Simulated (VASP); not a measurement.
# Mg (P6/mmm) in VASP: further runs

Mg is run at these levels: RPBE; tasks: single point.

Program: VASP 6.6.1. These are calculated values, not measurements. Logs are shortened: lines on timing, memory, paths and dates and some standing lists are left out, and cuts for length are marked.

## Step 1: The cell of the first run

Symmetry: P6/mmm, No. 191, hexagonal system. The conventional cell has a = 5.295 Å, b = 5.295 Å, c = 3.212 Å, α = 90.00°, β = 90.00°, γ = 120.00°. Mg (site symmetry 6/mmm) has 14 Mg at 3.21 to 3.45 Å within 4.2 Å. Within 4.0 Å of Mg (site symmetry -6m2) lie 11 Mg at 3.06 to 3.45 Å.

## Step 2: Single point, RPBE (volume scaled by 1.08)

Input file INCAR:

```
ALGO = Normal ; EDIFF = 1E-6
ENCUT = 520 ; GGA = RP
ISIF = 2 ; ISMEAR = -1
LASPH = True ; LCHARG = False
LREAL = False ; LWAVE = False
NBANDS = 10 ; NELM = 100
PREC = Accurate ; SIGMA = 0.1
```

Input file KPOINTS:

```
k-points
0
Gamma
  8 8 11
```

Input file POSCAR:

```
Mg
1.0
    5.2945080566      0.0000000000      0.0000000000
   -2.6472540283      4.5851784775      0.0000000000
    0.0000000000      0.0000000000      3.2116165795
Mg
3
Direct
    0.0000000000      1.0000000000      0.0000000000
    0.3333333333      0.6666666667      0.5000000000
    0.6666666667      0.3333333333      0.5000000000
```

Potentials or basis: VASP PAW PBE potentials, release 64 (Mg).

Command:

```console
$ cat potpaw_PBE.64/Mg/POTCAR > POTCAR
$ mpirun -np 1 vasp_std > vasp.out
```

OUTCAR:

```text
EDIFF = 1E-6
   ENCUT = 520
   GGA = RP
   ISIF = 2
   ISMEAR = -1
   LASPH = True
   LREAL = False
   NELM = 100
   PREC = Accurate

 ion  position               nearest neighbor table
   1  0.000  0.000  0.000-   2 3.45   3 3.45   2 3.45   3 3.45   2 3.45   2 3.45   3 3.45   3 3.45
                             3 3.45   3 3.45   2 3.45   2 3.45
   2  0.333  0.667  0.500-   3 3.06   3 3.06   3 3.06   1 3.45   1 3.45   1 3.45   1 3.45   1 3.45
                             1 3.45
   3  0.667  0.333  0.500-   2 3.06   2 3.06   2 3.06   1 3.45   1 3.45   1 3.45   1 3.45   1 3.45
                             1 3.45

  LATTYP: Found a hexagonal cell.
 ALAT       =     5.2945080566
 C/A-ratio  =     0.6065939546

  Lattice vectors:

 A1 = (   5.2945080566,   0.0000000000,   0.0000000000)
 A2 = (  -2.6472540283,   4.5851784775,   0.0000000000)
 A3 = (   0.0000000000,   0.0000000000,   3.2116165795)

Analysis of symmetry for initial positions (statically):
=====================================================================
 Subroutine PRICEL returns:
 Original cell was already a primitive cell.

 Routine SETGRP: Setting up the symmetry group for a
 hexagonal supercell.

 Subroutine GETGRP returns: Found 24 space group operations
 (whereof 24 operations were pure point group operations)
 out of a pool of 24 trial point group operations.

The static configuration has the point symmetry D_6h.

Analysis of symmetry for dynamics (positions and initial velocities):
=====================================================================
 Subroutine PRICEL returns:
 Original cell was already a primitive cell.

 Routine SETGRP: Setting up the symmetry group for a
 hexagonal supercell.

 Subroutine GETGRP returns: Found 24 space group operations
 (whereof 24 operations were pure point group operations)
 out of a pool of 24 trial point group operations.

The dynamic configuration has the point symmetry D_6h.

 Subroutine INISYM returns: Found 24 space group operations
 (whereof 24 operations are pure point group operations),
 and found     1 'primitive' translations

----------------------------------------------------------------------------------------

                                     Primitive cell

  volume of cell :      77.9661

  direct lattice vectors                    reciprocal lattice vectors
     5.294508057  0.000000000  0.000000000     0.188874960  0.109047009  0.000000000
    -2.647254028  4.585178478  0.000000000     0.000000000  0.218094019  0.000000000
[... 96 lines left out ...]
   TEBEG  =    0.0;   TEEND  =   0.0 temperature during run
   PSTRESS=    0.0 pullay stress
   NELECT =       6.0000    total number of electrons
   NUPDOWN=      -1.0000    fix difference up-down
   EMIN   =  10.00;   EMAX   =-10.00  energy-range for DOS
   EFERMI =   0.00;   METHOD = LEGACY
   ISMEAR =    -1;   SIGMA  =   0.10  broadening in eV -4-tet -1-fermi 0-gaus
   EFERMI_NEDOS =   21; number of points for ismear=-14 and -15
   IALGO  =     38    algorithm
   IMIX   =      4    mixing-type and parameters
     AMIX     =   0.40;   BMIX     =  1.00
     AMIX_MAG =   1.60;   BMIX_MAG =  1.00
  volume/ion in A,a.u.               =      25.99       175.38
  Fermi-wavevector in a.u.,A,eV,Ry     =   0.696343  1.315898  6.597383  0.484894
  Thomas-Fermi vector in A             =   1.779367
   LORBIT       =      0    0 simple, 1 ext, 2 COOP (PROOUT), +10 PAW based schemes
   GGA     = RP    functional components
   LHFCALC =     F    Hartree Fock is set to
   AEXX    =    0.0000 exact exchange contribution
   IVDW    =     0    specifies the selected vdW correction
   LEPSILON=     F    determine dielectric tensor
   LRPA    =     F    only Hartree local field effects (RPA)
 non-spin polarized calculation
  energy-cutoff  :      520.00
  volume of cell :       77.97
 maximum number of plane-waves:      2116
 NGX is ok and might be reduce to    40
   NGX = 19   NGY = 19   NGZ = 11

 number of electron       6.0000000 magnetization

 Free energy of the ion-electron system (eV)
  ---------------------------------------------------
  ext. energy  EPLUGINS =         0.00000000
  ---------------------------------------------------
  free energy    TOTEN  =        -3.83094765 eV

  energy without entropy =       -3.78636116  energy(sigma->0) =       -3.80865441

 E-fermi :   2.1451     XC(G=0):  -8.0239

 val. band max:        2.1397250350   @ k =   0.1250   0.0000   0.0000
 cond. band min:       2.1511917907   @ k =   0.1250   0.0000   0.1818
 fundamental gap:      0.0114667556
 Fermi energy:         2.1451415169

 k-point     1 :       0.0000    0.0000    0.0000
  band No.  band energies     occupation
      1      -4.2941      2.00000
      2       2.4040      0.13975
      3       2.4040      0.13975
      4       2.4606      0.08181
      5       2.4606      0.08181
      6       3.2178      0.00004
      7       3.2668      0.00003
      8       9.4610      0.00000
      9       9.9640      0.00000
     10      14.6273      0.00000
[... 287 lines left out ...]
 k-point    24 :       0.3750    0.0000    0.1818
  band No.  band energies     occupation
      1      -2.8121      2.00000
      2      -1.0566      2.00000
      3       1.3214      1.99947
      4       1.7614      1.95781
      5       5.9920      0.00000
      6       6.3117      0.00000
      7       6.9131      0.00000
      8       7.7753      0.00000
      9       9.2288      0.00000
     10       9.5357      0.00000

 [... further k-points ...]

------------------------ aborting loop because EDIFF is reached ----------------------------------------

  FORCE on cell =-STRESS in cart. coord.  units (eV):
  Direction    XX          YY          ZZ          XY          YZ          ZX
  --------------------------------------------------------------------------------------
  -------------------------------------------------------------------------------------
  Total       -1.1844476     -1.1844476     -0.9910292     -0.0000000      0.0000000      0.0000000
  in kB      -24.3400181    -24.3400181    -20.3653309     -0.0000000      0.0000000      0.0000000
  external PRESSURE =     -23.0151224 kB  Pullay stress =       0.0000000 kB

 VOLUME and BASIS-vectors are now :
 -----------------------------------------------------------------------------
  energy-cutoff  :      520.00
  volume of cell :       77.97
      direct lattice vectors                 reciprocal lattice vectors
     5.294508057  0.000000000  0.000000000     0.188874960  0.109047009  0.000000000
    -2.647254028  4.585178478  0.000000000     0.000000000  0.218094019  0.000000000
     0.000000000  0.000000000  3.211616579     0.000000000  0.000000000  0.311369672

 POSITION                                       TOTAL-FORCE (eV/Angst)
 -----------------------------------------------------------------------------------
      0.00000      0.00000      0.00000        -0.000000      0.000000      0.000000
     -0.00000      3.05679      1.60581         0.000000     -0.000000      0.000000
      2.64725      1.52839      1.60581        -0.000000      0.000000      0.000000
 -----------------------------------------------------------------------------------
    total drift:                                0.000000     -0.000000      0.000000

  FREE ENERGIE OF THE ION-ELECTRON SYSTEM (eV)
  ---------------------------------------------------
  free  energy   TOTEN  =        -3.8309476548 eV

  energy  without entropy=       -3.7863611594  energy(sigma->0) =       -3.80865441
```

OSZICAR:

```text
N       E                     dE             d eps       ncg     rms          rms(c)
DAV:   1     0.200234878037E+01    0.20023E+01   -0.18928E+03  1208   0.411E+02
DAV:   2    -0.370882614022E+01   -0.57112E+01   -0.55688E+01  1506   0.422E+01
DAV:   3    -0.384361523565E+01   -0.13479E+00   -0.13345E+00  1556   0.519E+00
DAV:   4    -0.384422916409E+01   -0.61393E-03   -0.61386E-03  1430   0.378E-01
DAV:   5    -0.384423494306E+01   -0.57790E-05   -0.57787E-05  1468   0.386E-02    0.126E+00
DAV:   6    -0.384170116431E+01    0.25338E-02   -0.18088E-03  1370   0.402E-01    0.814E-01
DAV:   7    -0.383091434798E+01    0.10787E-01   -0.71747E-03  1256   0.709E-01    0.508E-02
DAV:   8    -0.383095754681E+01   -0.43199E-04   -0.33905E-05  1518   0.422E-02    0.144E-02
DAV:   9    -0.383094834148E+01    0.92053E-05   -0.47097E-06  1352   0.128E-02    0.850E-04
DAV:  10    -0.383094765479E+01    0.68669E-06   -0.36334E-08   792   0.117E-03
   1 F= -.38309477E+01 E0= -.38086544E+01  d E =-.445865E-01
```

stdout:

```text
POSCAR found type information on POSCAR Mg
 POSCAR found :  1 types and       3 ions
 scaLAPACK will be used
 -----------------------------------------------------------------------------
|                                                                             |
|                                                                             |
|     You enforced a specific xc type in the INCAR file but a different       |
|     I HOPE YOU KNOW WHAT YOU ARE DOING!                                     |
|                                                                             |
 -----------------------------------------------------------------------------

 LDA part: xc-table for (Slater+PW92), standard interpolation
 POSCAR, INCAR and KPOINTS ok, starting setup
 FFT: planning ... GRIDC
 FFT: planning ... GRID_SOFT
 FFT: planning ... GRID
 WAVECAR not read
 entering main loop
```

Run time: 24 s. Hardware: 1 thread of Intel Xeon 6975P-C, shared host; peak memory 0.2 GiB.

What came out:

```yaml
Free_energy: -3.8309 eV
Pressure: -2.3 GPa
Band_gap_on_the_k_mesh: zero (band 3 reaches 5.09 eV, above the bottom of band 4 at 1.18 eV)
```

Caveat: the PAW data sets were made with another functional, which shifts forces and pressure a little.

(Part 1 of 2 ends here.)
